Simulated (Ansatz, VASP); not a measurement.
**Two plane-wave programs on Sn**

```
CELL_PARAMETERS angstrom
0.00000 3.32890 3.32890
3.32890 0.00000 3.32890
3.32890 3.32890 0.00000
ATOMIC_POSITIONS crystal
Sn 0.50000 0.50000 0.50000
Sn 0.75000 0.75000 0.75000
```

Alike in both runs: task single point; functional PBE; k mesh 8 × 8 × 8; occupations gaussian, width 1 eV; no spin polarisation.

|  | VASP | Ansatz |
| --- | --- | --- |
| version | VASP 6.6.1 | Ansatz 0.2.0 |
| potentials or method | VASP PAW PBE potentials, release 64 (Sn_d), cutoff 520 eV | plane waves (420 eV) with PAW, scalar-relativistic |
| valence electrons in the cell | 28 | 28 |

```csv
,VASP,Ansatz,Ansatz less VASP
pressure (GPa),0.6,0.6,+0.04
```

With one functional, cell and mesh, what is left measures potentials, basis and numerics.
